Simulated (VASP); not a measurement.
Wanted: the native input for a VASP 6.6.1 run.

* Task: relaxation of cell and atoms
* Functional: PBE
* Potentials or basis: VASP PAW PBE potentials, release 64 (Mg)
* Cutoff: 600 eV
* k mesh: 21 × 21 × 10
* Occupations: gaussian, width 0.1 eV
* Spin: no spin polarisation
* Dipole correction: no
* Further INCAR settings: ALGO = Fast; EDIFF = 1e-06; IBRION = 2; EDIFFG = -0.01; NSW = 100; ISIF = 3

The structure of Mg lies in POSCAR:

```
Mg
1.0
    3.1643384276      0.0000000000      0.0000000000
   -1.5821692138      2.7403974645      0.0000000000
    0.0000000000      0.0000000000      5.3096401599
Mg
2
Direct
    0.6666666667      0.3333333333      0.7500000000
    0.3333333333      0.6666666667      0.2500000000
```

The cell was built from a structure type or drawn by symmetry, and may not be a known phase.

These files were run (other wordings do the same):

INCAR

```
PREC = Accurate
ENCUT = 600
EDIFF = 1E-6
ISMEAR = 0
SIGMA = 0.1
LREAL = False
LASPH = True
NELM = 60
ALGO = Fast
ISIF = 3
LWAVE = False
LCHARG = False
GGA = PE
IBRION = 2
NSW = 100
EDIFFG = -0.01
```

KPOINTS

```
regular mesh
0
Gamma
  21 21 10
```

Potentials or basis: VASP PAW PBE potentials, release 64 (Mg).

The run is started by

```bash
$ cat potpaw_PBE.64/Mg/POTCAR > POTCAR
$ mpirun -np 1 vasp_std > vasp.out
```

It gave:

```
Relaxed volume                        : 22.87 Å³/atom
Relaxed cell                          : a = 3.192 Å, b = 3.192 Å, c = 5.184 Å, α = 90.00°, β = 90.00°, γ = 120.00°
Space group after relaxing (to 0.1 Å) : P6_3/mmc (No. 194)
Energy gained by relaxing             : 2.6 meV/atom
Ionic steps                           : 6
Pressure after relaxing               : 0.0 GPa
Band gap on the k mesh                : zero (bands 2 and 3 overlap by 2.36 eV)
```

Run time: 100 s on 1 thread of AMD EPYC 9R45 96-Core Processor (Zen 5) (shared host), peak memory 0.24 GiB.
